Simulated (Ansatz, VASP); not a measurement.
# One calculation of BaTiO3, two programs

File INCAR:

```
ALGO = Normal
EDIFF = 1E-8
ENCUT = 520
GGA = PS
ISIF = 2
ISMEAR = -1
LASPH = True
LCHARG = False
LEFG = True
LREAL = False
LWAVE = False
NBANDS = 28
NELM = 60
PREC = Accurate
SIGMA = 0.03
```

File KPOINTS:

```
k-points
0
Gamma
  7 7 7
```

POSCAR

```
BaTiO3
1.0
    3.9998000000      0.0399980000      0.0399980000
    0.0399980000      3.9998000000      0.0399980000
    0.0401800000      0.0401800000      4.0180000000
Ba Ti O
1 1 3
Direct
    0.0000000000      0.0000000000      0.0000000000
    0.5000000000      0.5000000000      0.5000000000
    0.5000000000      0.5000000000      0.0000000000
    0.5000000000      0.0000000000      0.5000000000
    0.0000000000      0.5000000000      0.5000000000
```

Input for Ansatz:

```yaml
crystal:
  lattice:
    - [3.9998, 0.039998, 0.039998]
    - [0.039998, 3.9998, 0.039998]
    - [0.04018, 0.04018, 4.018]
  atoms:
    - { symbol: Ba, position: [0.0, 0.0, 0.0] }
    - { symbol: Ti, position: [0.5, 0.5, 0.5] }
    - { symbol: O, position: [0.5, 0.5, 0.0] }
    - { symbol: O, position: [0.5, 0.0, 0.5] }
    - { symbol: O, position: [0.0, 0.5, 0.5] }
kpoints:
  mp_grid: { grid: [7, 7, 7] }
scf:
  occupations: { method: fermi_dirac, width: 0.03 }
hamiltonian:
  xc: pbesol
  pseudopotentials: { kind: all_electron, datasets: crystal }
output:
  forces: true
  stress: true
  eigenvalues: true
  efg: { contact_densities: true }
```

Change from the starting cell: equal xy, yz and zx shear strains of +2 %, crystal datasets.

Alike in both runs: task electric field gradients; functional PBEsol; k mesh 7 × 7 × 7; occupations fermi-dirac, width 0.03 eV; no spin polarisation.

```csv
,VASP,Ansatz
version,VASP 6.6.1,Ansatz 0.2.0
potentials or method,"VASP PAW PBE potentials, release 64 (Ba_sv, Ti_sv, O), cutoff 520 eV","all-electron PAW with datasets made for the crystal, scalar-relativistic"
```

|  | VASP | Ansatz | Ansatz less VASP |
| --- | --- | --- | --- |
| gap on the k mesh at the Fermi level (eV) | 1.69 | 1.75 | +0.060 |
| pressure (GPa) | -2.7 | -4.5 | -1.80 |
| traceless stress, the component that is largest in VASP (GPa) | -2.45 | -2.38 | +0.078 |
| size of Vzz on the site where it differs most (V/Å²) | 27.5 | 25.7 | -1.79 |

VASP's potentials were made for PBE, not for PBEsol. Ansatz ran all-electron here, and VASP with PAW potentials.

Neither program's run includes spin-orbit coupling.
